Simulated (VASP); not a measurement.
Sr, 1 atom in the cell. Symmetry: Im-3m, No. 229, cubic system. Conventional cell: a = 3.776 Å, b = 3.776 Å, c = 3.776 Å, α = 90.00°, β = 90.00°, γ = 90.00°. Sr (site symmetry m-3m) has 14 Sr at 3.27 to 3.78 Å within 4.3 Å. 

* Program: VASP 6.6.1
* Task: relaxation of cell and atoms
* Functional: PBE
* Potentials or basis: VASP PAW PBE potentials, release 64 (Sr_sv)
* Cutoff: 600 eV
* k mesh: 14 × 14 × 14
* Occupations: fermi-dirac, width 0.08 eV
* Spin: no spin polarisation
* Target pressure: 24 GPa
* Dipole correction: no
* Further INCAR settings: ALGO = Normal; EDIFF = 1e-07; IBRION = 2; EDIFFG = -0.005; NSW = 32; ISIF = 3

Potentials or basis: VASP PAW PBE potentials, release 64 (Sr_sv).

Launch:

```bash
$ cat potpaw_PBE.64/Sr_sv/POTCAR > POTCAR
$ mpirun -np 1 vasp_std > vasp.out
```

Hardware: 1 thread of Intel(R) Xeon(R) Platinum 8375C CPU @ 2.90GHz (Ice Lake), with other jobs on the host.

**Question.** How long does it take, and how much memory?

**Answer.** It took 59 s on 1 thread of Intel(R) Xeon(R) Platinum 8375C CPU @ 2.90GHz (Ice Lake), with other jobs on the host, peak memory 0.18 GiB. Counts: scf iterations 29, k points 104, ion steps 3.
